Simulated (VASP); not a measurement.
# MgS in VASP: further runs

MgS is run at these levels: PBE, r2SCAN; tasks: single point.

All numbers are computed with VASP 6.6.1; they aren't measurements. Logs are shortened: lines on timing, memory, paths and dates and some standing lists are left out, and cuts for length are marked.

### 1 The cell of the first run

The typed cell holds 2 atoms: a = 3.679 Å, b = 3.679 Å, c = 3.679 Å, α = 60.00°, β = 60.00°, γ = 60.00°.

### 2 Single point, PBE (atoms moved at random)

The input, INCAR:

```
SYSTEM = MgS
  PREC = Accurate
  ENCUT = 600
  EDIFF = 1E-6
  ISMEAR = -1
  SIGMA = 0.05
  LREAL = .FALSE.
  LASPH = .TRUE.
  NELM = 120
  ALGO = Normal
  ISIF = 2
  LWAVE = .FALSE.
  LCHARG = .FALSE.
  GGA = PE
  NBANDS = 11
  GGA_COMPAT = .FALSE.
```

The input, KPOINTS:

```
regular mesh
0
G
  9 9 9
  0 0 0
```

The input, POSCAR:

```
MgS
1.0
    0.0000000000      2.6016500000      2.6016500000
    2.6016500000      0.0000000000      2.6016500000
    2.6016500000      2.6016500000      0.0000000000
S Mg
1 1
Direct
    0.4992310000      0.5036530000      0.5096220000
    0.0147500000     -0.0082040000     -0.0116660000
```

Potentials or basis: VASP PAW PBE potentials, release 64 (S, Mg).

Run with:

```
> cat potpaw_PBE.64/S/POTCAR potpaw_PBE.64/Mg/POTCAR > POTCAR
> mpirun -np 1 vasp_std > vasp.out
```

OUTCAR:

```text
SYSTEM = MgS
   PREC = Accurate
   ENCUT = 600
   EDIFF = 1E-6
   ISMEAR = -1
   LREAL = .FALSE.
   LASPH = .TRUE.
   NELM = 120
   ISIF = 2
   GGA = PE

 ion  position               nearest neighbor table
   1  0.499  0.504  0.510-   2 2.52   2 2.59   2 2.59   2 2.61   2 2.62   2 2.69
   2  0.015  0.992  0.988-   1 2.52   1 2.59   1 2.59   1 2.61   1 2.62   1 2.69

  LATTYP: Found a face centered cubic cell.
 ALAT       =     5.2033000000

  Lattice vectors:

 A1 = (   0.0000000000,   2.6016500000,   2.6016500000)
 A2 = (   2.6016500000,   0.0000000000,   2.6016500000)
 A3 = (   2.6016500000,   2.6016500000,   0.0000000000)

Analysis of symmetry for initial positions (statically):
=====================================================================
 Subroutine PRICEL returns:
 Original cell was already a primitive cell.

 Routine SETGRP: Setting up the symmetry group for a
 face centered cubic supercell.

 Subroutine GETGRP returns: Found  1 space group operations
 (whereof  1 operations were pure point group operations)
 out of a pool of 48 trial point group operations.

The static configuration has the point symmetry C_1 .

Analysis of symmetry for dynamics (positions and initial velocities):
=====================================================================
 Subroutine PRICEL returns:
 Original cell was already a primitive cell.

 Routine SETGRP: Setting up the symmetry group for a
 face centered cubic supercell.

 Subroutine GETGRP returns: Found  1 space group operations
 (whereof  1 operations were pure point group operations)
 out of a pool of 48 trial point group operations.

The dynamic configuration has the point symmetry C_1 .

 Subroutine INISYM returns: Found  1 space group operations
 (whereof  1 operations are pure point group operations),
 and found     1 'primitive' translations

----------------------------------------------------------------------------------------

                                     Primitive cell

  volume of cell :      35.2190

  direct lattice vectors                    reciprocal lattice vectors
     0.000000000  2.601650000  2.601650000    -0.192185728  0.192185728  0.192185728
     2.601650000  0.000000000  2.601650000     0.192185728 -0.192185728  0.192185728
     2.601650000  2.601650000  0.000000000     0.192185728  0.192185728 -0.192185728

  length of vectors
     3.679288715  3.679288715  3.679288715     0.332875446  0.332875446  0.332875446

  position of ions in fractional coordinates (direct lattice)
     0.499231000  0.503653000  0.509622000
     0.014750000  0.991796000  0.988334000

  ion indices of the primitive-cell ions
   primitive index   ion index
                 1           1
                 2           2

----------------------------------------------------------------------------------------

 KPOINTS: regular mesh

Automatic generation of k-mesh.
 Grid dimensions read from file:
 generate k-points for:    9    9    9

 Generating k-lattice:

  Cartesian coordinates                     Fractional coordinates (reciprocal lattice)
    -0.021353970  0.021353970  0.021353970     0.111111111  0.000000000  0.000000000
     0.021353970 -0.021353970  0.021353970     0.000000000  0.111111111  0.000000000
     0.021353970  0.021353970 -0.021353970     0.000000000  0.000000000  0.111111111

  Length of vectors
     0.036986161  0.036986161  0.036986161

  Shift w.r.t. Gamma in fractional coordinates (k-lattice)
     0.000000000  0.000000000  0.000000000

 Subroutine IBZKPT returns following result:
 ===========================================

 Found    365 irreducible k-points:

 Following reciprocal coordinates:
            Coordinates               Weight
  0.000000  0.000000  0.000000      1.000000
  0.111111  0.000000  0.000000      2.000000
  0.000000  0.111111  0.000000      2.000000
  0.000000  0.000000  0.111111      2.000000
  0.111111  0.111111  0.111111      2.000000
  0.222222  0.000000  0.000000      2.000000
[... 16 lines left out ...]
  0.111111  0.000000  0.222222      2.000000
  0.111111  0.111111 -0.111111      2.000000
 [... further k-points ...]
   k-points           NKPTS =    365   k-points in BZ     NKDIM =    365   number of bands    NBANDS=     11
   number of dos      NEDOS =    301   number of ions     NIONS =      2
   total plane-waves  NPLWV =  27000
   dimension x,y,z NGX =    30 NGY =   30 NGZ =   30
   dimension x,y,z NGXF=    60 NGYF=   60 NGZF=   60
   ions per type =               1   1
   NGX,Y,Z   is equivalent  to a cutoff of  13.56, 13.56, 13.56 a.u.
   NGXF,Y,Z  is equivalent  to a cutoff of  27.11, 27.11, 27.11 a.u.
 SYSTEM =  MgS
   PREC   = accura    normal or accurate (medium, high low for compatibility)
   ISTART =      0    job   : 0-new  1-cont  2-samecut
   ICHARG =      2    charge: 1-file 2-atom 10-const
   ISPIN  =      1    spin polarized calculation?
   LNONCOLLINEAR =      F non collinear calculations
   LSORBIT =      F    spin-orbit coupling
   LASPH  =      T    aspherical Exc in radial PAW
   ENCUT  =  600.0 eV  44.10 Ry    6.64 a.u.   7.35  7.35  7.35*2*pi/ulx,y,z
   NELM   =    120;   NELMIN=  2; NELMDL= -5     # of ELM steps
   EDIFF  = 0.1E-05   stopping-criterion for ELM
   LREAL  =      F    real-space projection
   EDIFFG = 0.1E-04   stopping-criterion for IOM
   NSW    =      0    number of steps for IOM
   IBRION =     -1    ionic relax: 0-MD 1-quasi-New 2-CG
   NFREE  =      0    steps in history (QN), initial steepest desc. (CG)
   ISIF   =      2    stress and relaxation
   ISYM   =      2    0-nonsym 1-usesym 2-fastsym
   POTIM  = 0.5000    time-step for ionic-motion
   TEBEG  =    0.0;   TEEND  =   0.0 temperature during run
   PSTRESS=    0.0 pullay stress
   NELECT =       8.0000    total number of electrons
   NUPDOWN=      -1.0000    fix difference up-down
   EMIN   =  10.00;   EMAX   =-10.00  energy-range for DOS
   EFERMI =   0.00;   METHOD = LEGACY
   ISMEAR =    -1;   SIGMA  =   0.05  broadening in eV -4-tet -1-fermi 0-gaus
   EFERMI_NEDOS =   21; number of points for ismear=-14 and -15
   IALGO  =     38    algorithm
   IMIX   =      4    mixing-type and parameters
     AMIX     =   0.40;   BMIX     =  1.00
     AMIX_MAG =   1.60;   BMIX_MAG =  1.00
  volume/ion in A,a.u.               =      17.61       118.83
  Fermi-wavevector in a.u.,A,eV,Ry     =   0.998878  1.887606 13.575323  0.997758
  Thomas-Fermi vector in A             =   2.131131
   LORBIT       =      0    0 simple, 1 ext, 2 COOP (PROOUT), +10 PAW based schemes
   GGA     = PE    functional components
   LHFCALC =     F    Hartree Fock is set to
   AEXX    =    0.0000 exact exchange contribution
   IVDW    =     0    specifies the selected vdW correction
   LEPSILON=     F    determine dielectric tensor
   LRPA    =     F    only Hartree local field effects (RPA)
 non-spin polarized calculation
  energy-cutoff  :      600.00
  volume of cell :       35.22
 maximum number of plane-waves:      1211
 NGX is ok and might be reduce to    30
   NGX = 15   NGY = 15   NGZ = 15

 number of electron       8.0000000 magnetization

 Free energy of the ion-electron system (eV)
  ---------------------------------------------------
  ext. energy  EPLUGINS =         0.00000000
  ---------------------------------------------------
  free energy    TOTEN  =        -8.49133515 eV

  energy without entropy =       -8.49133515  energy(sigma->0) =       -8.49133515

 E-fermi :   4.7364     XC(G=0):  -9.6862

 val. band max:        3.7240257330   @ k =   0.0000   0.0000   0.0000
 cond. band min:       6.6308564083   @ k =   0.4444   0.4444   0.0000
 fundamental gap:      2.9068306753
 Fermi energy:         4.7363541677

 k-point     1 :       0.0000    0.0000    0.0000
  band No.  band energies     occupation
      1      -8.9442      2.00000
      2       3.7106      2.00000
      3       3.7231      2.00000
      4       3.7240      2.00000
      5       7.4322      0.00000
      6      11.6750      0.00000
      7      11.6751      0.00000
      8      11.6879      0.00000
      9      14.0795      0.00000
     10      14.0994      0.00000
     11      16.2475      0.00000

 k-point     2 :       0.1111    0.0000    0.0000
  band No.  band energies     occupation
      1      -8.8244      2.00000
      2       2.8551      2.00000
      3       3.6349      2.00000
      4       3.6432      2.00000
      5       8.1126      0.00000
      6      11.3833      0.00000
      7      11.8903      0.00000
      8      11.9026      0.00000
      9      13.5153      0.00000
     10      13.5368      0.00000
     11      16.4907      0.00000

 k-point     3 :       0.0000    0.1111    0.0000
  band No.  band energies     occupation
      1      -8.8244      2.00000
      2       2.8538      2.00000
      3       3.6376      2.00000
      4       3.6421      2.00000
      5       8.1121      0.00000
      6      11.3818      0.00000
      7      11.8909      0.00000
      8      11.9048      0.00000
      9      13.5143      0.00000
     10      13.5378      0.00000
     11      16.4874      0.00000

 k-point     4 :       0.0000    0.0000    0.1111
  band No.  band energies     occupation
      1      -8.8245      2.00000
      2       2.8578      2.00000
      3       3.6325      2.00000
      4       3.6422      2.00000
      5       8.1137      0.00000
      6      11.3866      0.00000
      7      11.8889      0.00000
      8      11.8982      0.00000
      9      13.5166      0.00000
     10      13.5354      0.00000
     11      16.4978      0.00000

 k-point     5 :       0.1111    0.1111    0.1111
  band No.  band energies     occupation
      1      -8.8245      2.00000
      2       2.8560      2.00000
      3       3.6338      2.00000
      4       3.6432      2.00000
      5       8.1129      0.00000
      6      11.3844      0.00000
      7      11.8899      0.00000
      8      11.9011      0.00000
      9      13.5159      0.00000
     10      13.5362      0.00000
     11      16.4930      0.00000
[... 211 lines left out ...]
 k-point    21 :       0.2222    0.1111    0.0000
  band No.  band energies     occupation
      1      -8.5244      2.00000
      2       1.7222      2.00000
      3       3.2094      2.00000
      4       3.2837      2.00000
      5       9.1071      0.00000
      6      10.6021      0.00000
      7      11.3965      0.00000
      8      12.4791      0.00000
      9      13.1708      0.00000
     10      14.4906      0.00000
     11      16.9603      0.00000

 k-point    22 :       0.0000    0.2222    0.1111
  band No.  band energies     occupation
      1      -8.5243      2.00000
      2       1.7180      2.00000
      3       3.2118      2.00000
      4       3.2875      2.00000
      5       9.0893      0.00000
      6      10.6067      0.00000
      7      11.4230      0.00000
      8      12.4729      0.00000
      9      13.1848      0.00000
     10      14.4695      0.00000
     11      16.9629      0.00000

 k-point    23 :       0.1111    0.0000    0.2222
  band No.  band energies     occupation
      1      -8.5245      2.00000
      2       1.7235      2.00000
      3       3.2060      2.00000
      4       3.2853      2.00000
      5       9.1081      0.00000
      6      10.6019      0.00000
      7      11.3970      0.00000
      8      12.4736      0.00000
      9      13.1752      0.00000
     10      14.4891      0.00000
     11      16.9665      0.00000

 k-point    24 :       0.1111    0.1111   -0.1111
  band No.  band energies     occupation
      1      -8.5245      2.00000
      2       1.7234      2.00000
      3       3.2052      2.00000
      4       3.2864      2.00000
      5       9.1083      0.00000
      6      10.6014      0.00000
      7      11.3968      0.00000
      8      12.4731      0.00000
      9      13.1768      0.00000
     10      14.4883      0.00000
     11      16.9663      0.00000

 [... further k-points ...]
[... 5 lines left out ...]
  --------------------------------------------------------------------------------------
  -------------------------------------------------------------------------------------
  Total        0.3843170      0.1863505      0.1826760     -0.0042629      0.0004324      0.0027104
  in kB       17.4833055      8.4774373      8.3102765     -0.1939264      0.0196727      0.1232995
  external PRESSURE =      11.4236731 kB  Pullay stress =       0.0000000 kB

 VOLUME and BASIS-vectors are now :
 -----------------------------------------------------------------------------
  energy-cutoff  :      600.00
  volume of cell :       35.22
      direct lattice vectors                 reciprocal lattice vectors
     0.000000000  2.601650000  2.601650000    -0.192185728  0.192185728  0.192185728
     2.601650000  0.000000000  2.601650000     0.192185728 -0.192185728  0.192185728
     2.601650000  2.601650000  0.000000000     0.192185728  0.192185728 -0.192185728

 POSITION                                       TOTAL-FORCE (eV/Angst)
 -----------------------------------------------------------------------------------
      2.63619      2.62468      2.60915        -0.251673     -0.041073      0.026035
      5.15161      2.60967      2.61868         0.251673      0.041073     -0.026035
 -----------------------------------------------------------------------------------
    total drift:                                0.000175     -0.000017      0.000001

  FREE ENERGIE OF THE ION-ELECTRON SYSTEM (eV)
  ---------------------------------------------------
  free  energy   TOTEN  =        -8.4913351502 eV

  energy  without entropy=       -8.4913351502  energy(sigma->0) =       -8.49133515
```

Wall time 4.4 min (1 thread of Intel Xeon 8259CL, shared host); peak memory 0.29 GiB.

Results:

| Item | Value |
| --- | --- |
| Free energy | -8.4913 eV |
| Pressure | 1.1 GPa |
| Largest force | 0.256 eV/Å |
| Band gap on the k mesh | 2.91 eV (least direct gap 3.71 eV) |

Forces in eV/Å, atoms in the order of the input:
```
S   -0.252 -0.041  0.026
Mg   0.252  0.041 -0.026
```

Levels at points of the mesh, in eV from the valence-band top:
```tsv
k point	band 1	band 2	band 3	band 4	band 5	band 6	band 7	band 8
(0.00, 0.00, 0.00)	-12.67	-0.01	0.00	0.00	3.71	7.95	7.95	7.96
```

Caveat: the cell differs from its parent crystal (atoms moved at random).

### 3 Single point, r2SCAN

This run uses another cell than the first one, of 18.67 Å³/atom.

The input, POSCAR:

```
MgS
1.0
    0.0000000000      2.6526756995      2.6526756995
    2.6526756995      0.0000000000      2.6526756995
    2.6526756995      2.6526756995      0.0000000000
S Mg
1 1
Direct
    0.5000000000      0.5000000000      0.5000000000
    0.0000000000      0.0000000000      0.0000000000
```

The input, INCAR.step1:

```
PREC = Accurate
ENCUT = 920
ISMEAR = -1
SIGMA = 0.05
LREAL = False
LASPH = True
NELM = 120
NBANDS = 15
GGA = PE
ALGO = Normal
EDIFF = 1E-5
LWAVE = True
LCHARG = False
GGA_COMPAT = False
```

The input, INCAR.step2:

```
PREC = Accurate
ENCUT = 920
EDIFF = 1E-6
ISMEAR = -1
SIGMA = 0.05
LREAL = False
LASPH = True
NELM = 120
ALGO = Normal
ISIF = 2
LWAVE = False
LCHARG = True
METAGGA = R2SCAN
LMIXTAU = True
LELF = True
LVHAR = True
NBANDS = 15
ISTART = 1
GGA_COMPAT = False
```

The input, KPOINTS:

```
regular mesh
0
Gamma
  9 9 9
```

Potentials or basis: VASP PAW PBE potentials, release 64 (S, Mg_sv).

Run with:

```
> cat potpaw_PBE.64/S/POTCAR potpaw_PBE.64/Mg_sv/POTCAR > POTCAR
> cp INCAR.step1 INCAR
> mpirun -np 1 vasp_std > vasp.out
> cp INCAR.step2 INCAR
> mpirun -np 1 vasp_std > vasp.out
```

OUTCAR:

```text
PREC = Accurate
   ENCUT = 920
   EDIFF = 1E-6
   ISMEAR = -1
   LREAL = False
   LASPH = True
   NELM = 120
   ISIF = 2
   METAGGA = R2SCAN
   ISTART = 1

 ion  position               nearest neighbor table
   1  0.500  0.500  0.500-
   2  0.000  0.000  0.000-

  LATTYP: Found a face centered cubic cell.
 ALAT       =     5.3053513990

  Lattice vectors:

 A1 = (   0.0000000000,   2.6526756995,   2.6526756995)
 A2 = (   2.6526756995,   0.0000000000,   2.6526756995)
 A3 = (   2.6526756995,   2.6526756995,   0.0000000000)

Analysis of symmetry for initial positions (statically):
=====================================================================
 Subroutine PRICEL returns:
 Original cell was already a primitive cell.

 Routine SETGRP: Setting up the symmetry group for a
 face centered cubic supercell.

 Subroutine GETGRP returns: Found 48 space group operations
 (whereof 48 operations were pure point group operations)
 out of a pool of 48 trial point group operations.

The static configuration has the point symmetry O_h .
[... 164 lines left out ...]
 cond. band min:       6.3652974049   @ k =   0.4444   0.4444   0.0000
 fundamental gap:      3.4984963861
 Fermi energy:         3.8613278697

 k-point     1 :       0.0000    0.0000    0.0000
  band No.  band energies     occupation
      1     -74.8783      2.00000
      2     -39.9832      2.00000
      3     -39.9832      2.00000
      4     -39.9832      2.00000
      5      -9.9870      2.00000
      6       2.8668      2.00000
      7       2.8668      2.00000
      8       2.8668      2.00000
      9       7.0534      0.00000
     10      11.4275      0.00000
     11      11.4275      0.00000
     12      11.4275      0.00000
     13      13.7398      0.00000
     14      13.7398      0.00000
[... 401 lines left out ...]
      2     -39.9874      2.00000
      3     -39.9850      2.00000
      4     -39.9850      2.00000
      5      -8.5196      2.00000
      6      -1.0088      2.00000
      7       1.3086      2.00000
      8       1.3086      2.00000
      9       6.3653      0.00000
     10       8.0139      0.00000
     11      15.0501      0.00000
     12      16.0715      0.00000
     13      16.4581      0.00000
     14      16.4581      0.00000
     15      19.6411      0.00000

 [... further k-points ...]
[... 5 lines left out ...]
  --------------------------------------------------------------------------------------
  -------------------------------------------------------------------------------------
  Total       -0.9598404     -0.9598404     -0.9598404      0.0000000      0.0000000     -0.0000000
  in kB      -41.1933540    -41.1933540    -41.1933540      0.0000000      0.0000000     -0.0000000
  external PRESSURE =     -41.1933540 kB  Pullay stress =       0.0000000 kB

 VOLUME and BASIS-vectors are now :
 -----------------------------------------------------------------------------
  energy-cutoff  :      920.00
  volume of cell :       37.33
      direct lattice vectors                 reciprocal lattice vectors
     0.000000000  2.652675700  2.652675700    -0.188488928  0.188488928  0.188488928
     2.652675700  0.000000000  2.652675700     0.188488928 -0.188488928  0.188488928
     2.652675700  2.652675700  0.000000000     0.188488928  0.188488928 -0.188488928

 POSITION                                       TOTAL-FORCE (eV/Angst)
 -----------------------------------------------------------------------------------
      2.65268      2.65268      2.65268         0.000000      0.000000      0.000000
      0.00000      0.00000      0.00000         0.000000      0.000000      0.000000
 -----------------------------------------------------------------------------------
    total drift:                                0.000000     -0.000000     -0.000000

  FREE ENERGIE OF THE ION-ELECTRON SYSTEM (eV)
  ---------------------------------------------------
  free  energy   TOTEN  =       -15.5190201970 eV

  energy  without entropy=      -15.5190201970  energy(sigma->0) =      -15.51902020
```

Run time: 4.4 min. Hardware: 1 thread of AMD EPYC 7R43 (Zen 3), shared host; peak memory 0.24 GiB.

Results:

```yaml
Free_energy: -15.5190 eV
Pressure: -4.1 GPa
Band_gap_on_the_k_mesh: 3.50 eV (least direct gap 4.19 eV)
```

Caveat: the cell stands under tension; the PAW data sets were made with another functional, which shifts forces and pressure a little; an odd mesh through Γ misses points on the zone boundary, where band edges can lie.
